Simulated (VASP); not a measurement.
Here is a VASP 6.6.1 calculation.

File POSCAR:

```
MgI2
1.0
    2.0177726968      1.2001252804      6.8923460429
   -2.0177726968      1.2001252804      6.8923460429
    0.0000000000     -2.4002505608      6.8923460429
Mg I
1 2
Direct
    0.0000000000      0.0000000000      0.0000000000
    0.2507648571      0.2507648571      0.2539988942
    0.7492351429      0.7492351429      0.7460011058
```

The input INCAR.step1:

```
PREC     = Accurate       # precision mode
ENCUT    = 520            # plane-wave cutoff, eV
ISMEAR   = 0              # smearing method
SIGMA    = 0.01           # smearing width, eV
LREAL    = False          # projectors in reciprocal space
LASPH    = True           # aspherical terms in the spheres
NELM     = 100            # most SCF steps
NBANDS   = 15             # bands
GGA      = PE             # functional
ALGO     = Normal         # electronic algorithm
EDIFF    = 1E-4           # SCF threshold, eV
LWAVE    = True           # write WAVECAR
LCHARG   = False          # write CHGCAR
```

The input INCAR.step2:

```
PREC     = Accurate       # precision mode
ENCUT    = 520            # plane-wave cutoff, eV
EDIFF    = 1E-6           # SCF threshold, eV
ISMEAR   = 0              # smearing method
SIGMA    = 0.01           # smearing width, eV
LREAL    = False          # projectors in reciprocal space
LASPH    = True           # aspherical terms in the spheres
NELM     = 100            # most SCF steps
ALGO     = Normal         # electronic algorithm
ISIF     = 2              # what is computed and relaxed
LWAVE    = False          # write WAVECAR
LCHARG   = False          # write CHGCAR
METAGGA  = R2SCAN         # meta-GGA
LMIXTAU  = True         
NBANDS   = 15             # bands
ISTART   = 1
```

Contents of KPOINTS:

```
Automatic mesh
0
Gamma
  8 8 8
```

Potentials or basis: VASP PAW PBE potentials, release 64 (Mg, I).

Run with:

```bash
$ cat potpaw_PBE.64/Mg/POTCAR potpaw_PBE.64/I/POTCAR > POTCAR
$ cp INCAR.step1 INCAR
$ mpirun -np 1 vasp_std > vasp.out
$ cp INCAR.step2 INCAR
$ mpirun -np 1 vasp_std > vasp.out
```

**Question.** Estimate the largest force.

**Answer.** 0.042 eV/Å.

**Question.** Predict the pressure.

**Answer.** 1.3 GPa.

**Question.** Predict the band gap on the k mesh.

**Answer.** 3.69 eV (least direct gap 4.20 eV).

Stress tensor (GPa, compression positive):
```
 2.18  0.00  0.00
 0.00  0.94 -0.05
 0.00 -0.05  0.79
```

Caveat: the cell differs from its parent crystal (uniaxial x strain -2.9%); the PAW data sets were made with another functional, which shifts forces and pressure a little; spin-orbit coupling is left out, which moves the levels of the heavy elements. A k mesh can miss the band edges.
